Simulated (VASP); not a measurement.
# Zr3ZnN2 (P6/mmm) in VASP: further runs

Zr3ZnN2 is run at these levels: PBE; tasks: single point.

All numbers are computed with VASP 6.6.1; they aren't measurements. Logs are shortened: lines on timing, memory, paths and dates and some standing lists are left out, and cuts for length are marked.

## Step 1: The cell of the first run

Symmetry: P6/mmm, No. 191, hexagonal system. The conventional cell has a = 5.988 Å, b = 5.988 Å, c = 3.023 Å, α = 90.00°, β = 90.00°, γ = 120.00°. Within 3.0 Å of Zr (site symmetry mmm) lie 4 N at 2.30 Å and 4 Zr at 2.99 Å. Zn (site symmetry 6/mmm) has 2 Zn at 3.02 Å and 12 Zr at 3.35 Å and 6 N at 3.46 Å within 4.0 Å. N (site symmetry -6m2) has 6 Zr at 2.30 Å within 3.0 Å.

## Step 2: Single point, PBE

INCAR reads:

```
PREC     = Accurate       # precision mode
ENCUT    = 520            # plane-wave cutoff, eV
EDIFF    = 1E-7           # SCF threshold, eV
ISMEAR   = 0              # smearing method
SIGMA    = 0.1            # smearing width, eV
LREAL    = F              # projectors in reciprocal space
LASPH    = T              # aspherical terms in the spheres
NELM     = 60             # most SCF steps
ALGO     = Normal         # electronic algorithm
ISIF     = 2              # what is computed and relaxed
LWAVE    = F              # write WAVECAR
LCHARG   = F              # write CHGCAR
GGA      = PE             # functional
NBANDS   = 38             # bands
```

KPOINTS reads:

```
regular mesh
0
Gamma
  3 3 6
```

POSCAR reads:

```
Zr3ZnN2
1.0
    5.9876079891      0.0000000000      0.0000000000
   -2.9938039946      5.1854206264      0.0000000000
    0.0000000000      0.0000000000      3.0231401811
Zr Zn N
3 1 2
Direct
    0.5000000000      0.5000000000      0.5000000000
    0.5000000000      0.0000000000      0.5000000000
    0.0000000000      0.5000000000      0.5000000000
    0.0000000000      0.0000000000      0.0000000000
    0.6666666667      0.3333333333      0.0000000000
    0.3333333333      0.6666666667      0.0000000000
```

Potentials or basis: VASP PAW PBE potentials, release 64 (Zr_sv, Zn, N).

The run is started by

```
cat potpaw_PBE.64/Zr_sv/POTCAR potpaw_PBE.64/Zn/POTCAR potpaw_PBE.64/N/POTCAR > POTCAR
mpirun -np 1 vasp_std > vasp.out
```

OUTCAR:

```text
PREC = Accurate
   ENCUT = 520
   EDIFF = 1E-7
   ISMEAR = 0
   LREAL = F
   LASPH = T
   NELM = 60
   ISIF = 2
   GGA = PE

 ion  position               nearest neighbor table
   1  0.500  0.500  0.500-   5 2.30   6 2.30   5 2.30   6 2.30   2 2.99   2 2.99   3 2.99   3 2.99
                             4 3.35   4 3.35   4 3.35   4 3.35
   2  0.500  0.000  0.500-   5 2.30   6 2.30   5 2.30   6 2.30   3 2.99   3 2.99   1 2.99   1 2.99
                             4 3.35   4 3.35   4 3.35   4 3.35
   3  0.000  0.500  0.500-   5 2.30   6 2.30   5 2.30   6 2.30   2 2.99   2 2.99   1 2.99   1 2.99
                             4 3.35   4 3.35   4 3.35   4 3.35
   4  0.000  0.000  0.000-   1 3.35   1 3.35   1 3.35   1 3.35   3 3.35   3 3.35   3 3.35   3 3.35
                             2 3.35   2 3.35   2 3.35   2 3.35
   5  0.667  0.333  0.000-   2 2.30   2 2.30   3 2.30   3 2.30   1 2.30   1 2.30
   6  0.333  0.667  0.000-   2 2.30   2 2.30   3 2.30   3 2.30   1 2.30   1 2.30

  LATTYP: Found a hexagonal cell.
 ALAT       =     5.9876079891
 C/A-ratio  =     0.5048994835

  Lattice vectors:

 A1 = (   5.9876079891,   0.0000000000,   0.0000000000)
 A2 = (  -2.9938039946,   5.1854206264,   0.0000000000)
 A3 = (   0.0000000000,   0.0000000000,   3.0231401811)

Analysis of symmetry for initial positions (statically):
=====================================================================
 Subroutine PRICEL returns:
 Original cell was already a primitive cell.

 Routine SETGRP: Setting up the symmetry group for a
 hexagonal supercell.

 Subroutine GETGRP returns: Found 24 space group operations
 (whereof 24 operations were pure point group operations)
 out of a pool of 24 trial point group operations.

The static configuration has the point symmetry D_6h.

Analysis of symmetry for dynamics (positions and initial velocities):
=====================================================================
 Subroutine PRICEL returns:
 Original cell was already a primitive cell.

 Routine SETGRP: Setting up the symmetry group for a
 hexagonal supercell.

 Subroutine GETGRP returns: Found 24 space group operations
 (whereof 24 operations were pure point group operations)
 out of a pool of 24 trial point group operations.

The dynamic configuration has the point symmetry D_6h.

 Subroutine INISYM returns: Found 24 space group operations
 (whereof 24 operations are pure point group operations),
 and found     1 'primitive' translations

----------------------------------------------------------------------------------------

                                     Primitive cell

  volume of cell :      93.8633

  direct lattice vectors                    reciprocal lattice vectors
     5.987607989  0.000000000  0.000000000     0.167011602  0.096424193  0.000000000
    -2.993803995  5.185420626  0.000000000     0.000000000  0.192848386  0.000000000
     0.000000000  0.000000000  3.023140181     0.000000000  0.000000000  0.330781882

  length of vectors
     5.987607989  5.987607989  3.023140181     0.192848386  0.192848386  0.330781882

  position of ions in fractional coordinates (direct lattice)
     0.500000000  0.500000000  0.500000000
     0.500000000  0.000000000  0.500000000
     0.000000000  0.500000000  0.500000000
     0.000000000  0.000000000  0.000000000
     0.666666667  0.333333333  0.000000000
     0.333333333  0.666666667  0.000000000

  ion indices of the primitive-cell ions
   primitive index   ion index
                 1           1
                 2           2
                 3           3
                 4           4
                 5           5
                 6           6

----------------------------------------------------------------------------------------

 KPOINTS: regular mesh

Automatic generation of k-mesh.
 Grid dimensions read from file:
 generate k-points for:    3    3    6

 Generating k-lattice:

  Cartesian coordinates                     Fractional coordinates (reciprocal lattice)
     0.055670534  0.032141398  0.000000000     0.333333333 -0.000000000  0.000000000
     0.000000000  0.064282795  0.000000000     0.000000000  0.333333333  0.000000000
     0.000000000  0.000000000  0.055130314     0.000000000  0.000000000  0.166666667

  Length of vectors
     0.064282795  0.064282795  0.055130314

  Shift w.r.t. Gamma in fractional coordinates (k-lattice)
     0.000000000  0.000000000  0.000000000

 Subroutine IBZKPT returns following result:
 ===========================================

 Found     12 irreducible k-points:

 Following reciprocal coordinates:
            Coordinates               Weight
  0.000000  0.000000  0.000000      1.000000
  0.333333  0.000000  0.000000      6.000000
  0.333333  0.333333  0.000000      2.000000
  0.000000  0.000000  0.166667      2.000000
  0.333333  0.000000  0.166667     12.000000
  0.333333  0.333333  0.166667      4.000000
  0.000000  0.000000  0.333333      2.000000
  0.333333  0.000000  0.333333     12.000000
  0.333333  0.333333  0.333333      4.000000
  0.000000  0.000000  0.500000      1.000000
  0.333333  0.000000  0.500000      6.000000
  0.333333  0.333333  0.500000      2.000000
   k-points           NKPTS =     12   k-points in BZ     NKDIM =     12   number of bands    NBANDS=     38
   number of dos      NEDOS =    301   number of ions     NIONS =      6
   total plane-waves  NPLWV =  55296
   dimension x,y,z NGX =    48 NGY =   48 NGZ =   24
   dimension x,y,z NGXF=    96 NGYF=   96 NGZF=   48
   ions per type =               3   1   2
   NGX,Y,Z   is equivalent  to a cutoff of  13.33, 13.33, 13.20 a.u.
   NGXF,Y,Z  is equivalent  to a cutoff of  26.65, 26.65, 26.40 a.u.
 SYSTEM =  unknown system
   PREC   = accura    normal or accurate (medium, high low for compatibility)
   ISTART =      0    job   : 0-new  1-cont  2-samecut
   ICHARG =      2    charge: 1-file 2-atom 10-const
   ISPIN  =      1    spin polarized calculation?
   LNONCOLLINEAR =      F non collinear calculations
   LSORBIT =      F    spin-orbit coupling
   LASPH  =      T    aspherical Exc in radial PAW
   ENCUT  =  520.0 eV  38.22 Ry    6.18 a.u.  11.13 11.13  5.62*2*pi/ulx,y,z
   NELM   =     60;   NELMIN=  2; NELMDL= -5     # of ELM steps
   EDIFF  = 0.1E-06   stopping-criterion for ELM
   LREAL  =      F    real-space projection
   EDIFFG = 0.1E-05   stopping-criterion for IOM
   NSW    =      0    number of steps for IOM
   IBRION =     -1    ionic relax: 0-MD 1-quasi-New 2-CG
   NFREE  =      0    steps in history (QN), initial steepest desc. (CG)
   ISIF   =      2    stress and relaxation
   ISYM   =      2    0-nonsym 1-usesym 2-fastsym
   POTIM  = 0.5000    time-step for ionic-motion
   TEBEG  =    0.0;   TEEND  =   0.0 temperature during run
   PSTRESS=    0.0 pullay stress
   NELECT =      58.0000    total number of electrons
   NUPDOWN=      -1.0000    fix difference up-down
   EMIN   =  10.00;   EMAX   =-10.00  energy-range for DOS
   EFERMI =   0.00;   METHOD = LEGACY
   ISMEAR =     0;   SIGMA  =   0.10  broadening in eV -4-tet -1-fermi 0-gaus
   EFERMI_NEDOS =   21; number of points for ismear=-14 and -15
   IALGO  =     38    algorithm
   IMIX   =      4    mixing-type and parameters
     AMIX     =   0.40;   BMIX     =  1.00
     AMIX_MAG =   1.60;   BMIX_MAG =  1.00
  volume/ion in A,a.u.               =      15.64       105.57
  Fermi-wavevector in a.u.,A,eV,Ry     =   1.394394  2.635023 26.454292  1.944336
  Thomas-Fermi vector in A             =   2.517948
   LORBIT       =      0    0 simple, 1 ext, 2 COOP (PROOUT), +10 PAW based schemes
   GGA     = PE    functional components
   LHFCALC =     F    Hartree Fock is set to
   AEXX    =    0.0000 exact exchange contribution
   IVDW    =     0    specifies the selected vdW correction
   LEPSILON=     F    determine dielectric tensor
   LRPA    =     F    only Hartree local field effects (RPA)
 non-spin polarized calculation
 Gauss-broadening in eV      SIGMA  =   0.10
  energy-cutoff  :      520.00
  volume of cell :       93.86
 maximum number of plane-waves:      2544
 NGX is ok and might be reduce to    48
   NGX = 23   NGY = 23   NGZ = 11

 number of electron      58.0000007 magnetization

 Free energy of the ion-electron system (eV)
  ---------------------------------------------------
  ext. energy  EPLUGINS =         0.00000000
  ---------------------------------------------------
  free energy    TOTEN  =       -48.19529715 eV

  energy without entropy =      -48.16442400  energy(sigma->0) =      -48.17986058

 E-fermi :   8.3097     XC(G=0): -11.4720

 val. band max:        8.2754002317   @ k =   0.3333   0.3333   0.5000
 cond. band min:       8.3246901484   @ k =   0.3333   0.3333   0.3333
 fundamental gap:      0.0492899167
 Fermi energy:         8.3096654649

 k-point     1 :       0.0000    0.0000    0.0000
  band No.  band energies     occupation
      1     -40.6988      2.00000
      2     -40.5308      2.00000
      3     -40.5308      2.00000
      4     -19.7321      2.00000
      5     -19.0318      2.00000
      6     -19.0318      2.00000
[... 30 lines left out ...]
     37      12.8111      0.00000
     38      12.8120      0.00000

 k-point     2 :       0.3333    0.0000    0.0000
  band No.  band energies     occupation
      1     -40.6639      2.00000
      2     -40.5669      2.00000
      3     -40.5309      2.00000
      4     -19.4856      2.00000
      5     -18.9896      2.00000
      6     -18.8684      2.00000
[... 30 lines left out ...]
     37      12.1245      0.00000
     38      12.7970      0.00000

 k-point     3 :       0.3333    0.3333    0.0000
  band No.  band energies     occupation
      1     -40.6157      2.00000
      2     -40.6157      2.00000
      3     -40.5309      2.00000
      4     -19.1394      2.00000
      5     -19.1394      2.00000
      6     -18.8825      2.00000
[... 30 lines left out ...]
     37      11.7780      0.00000
[... 289 lines left out ...]
 k-point    11 :       0.3333    0.0000    0.5000
  band No.  band energies     occupation
      1     -40.5620      2.00000
      2     -40.4702      2.00000
      3     -40.4361      2.00000
      4     -19.3574      2.00000
      5     -19.2007      2.00000
      6     -19.1394      2.00000
[... 30 lines left out ...]
     37      12.4689      0.00000
     38      13.1689      0.00000

 k-point    12 :       0.3333    0.3333    0.5000
  band No.  band energies     occupation
      1     -40.5164      2.00000
      2     -40.5164      2.00000
      3     -40.4362      2.00000
      4     -19.2502      2.00000
      5     -19.2502      2.00000
      6     -19.0561      2.00000
[... 30 lines left out ...]
     37      11.9759      0.00000
     38      12.4501      0.00000

------------------------ aborting loop because EDIFF is reached ----------------------------------------

  FORCE on cell =-STRESS in cart. coord.  units (eV):
  Direction    XX          YY          ZZ          XY          YZ          ZX
  --------------------------------------------------------------------------------------
  -------------------------------------------------------------------------------------
  Total        0.0893838      0.0893838      0.1012284     -0.0000000      0.0000000      0.0000000
  in kB        1.5257159      1.5257159      1.7278941     -0.0000000      0.0000000      0.0000000
  external PRESSURE =       1.5931086 kB  Pullay stress =       0.0000000 kB

 VOLUME and BASIS-vectors are now :
 -----------------------------------------------------------------------------
  energy-cutoff  :      520.00
  volume of cell :       93.86
      direct lattice vectors                 reciprocal lattice vectors
     5.987607989  0.000000000  0.000000000     0.167011602  0.096424193  0.000000000
    -2.993803995  5.185420626  0.000000000     0.000000000  0.192848386  0.000000000
     0.000000000  0.000000000  3.023140181     0.000000000  0.000000000  0.330781882

 POSITION                                       TOTAL-FORCE (eV/Angst)
 -----------------------------------------------------------------------------------
      1.49690      2.59271      1.51157        -0.000000      0.000000      0.000000
      2.99380      0.00000      1.51157        -0.000000      0.000000      0.000000
     -1.49690      2.59271      1.51157        -0.000000      0.000000      0.000000
      0.00000      0.00000      0.00000        -0.000000      0.000000      0.000000
      2.99380      1.72847      0.00000        -0.000000      0.000000      0.000000
     -0.00000      3.45695      0.00000         0.000000     -0.000000      0.000000
 -----------------------------------------------------------------------------------
    total drift:                               -0.000000      0.000000     -0.000000

  FREE ENERGIE OF THE ION-ELECTRON SYSTEM (eV)
  ---------------------------------------------------
  free  energy   TOTEN  =       -48.1952971526 eV

  energy  without entropy=      -48.1644239990  energy(sigma->0) =      -48.17986058
```

Run time: 36 s. Hardware: 1 thread of AMD EPYC 9R45 (Zen 5), shared host; peak memory 0.2 GiB.

What came out:

- Free energy: -48.1953 eV
- Pressure: 0.2 GPa
- Band gap on the k mesh: zero (band 29 reaches 8.64 eV, above the bottom of band 30 at 7.25 eV)

Caveat: the k points lie up to 0.40 Å⁻¹ apart.

[end of part 1 of 2]
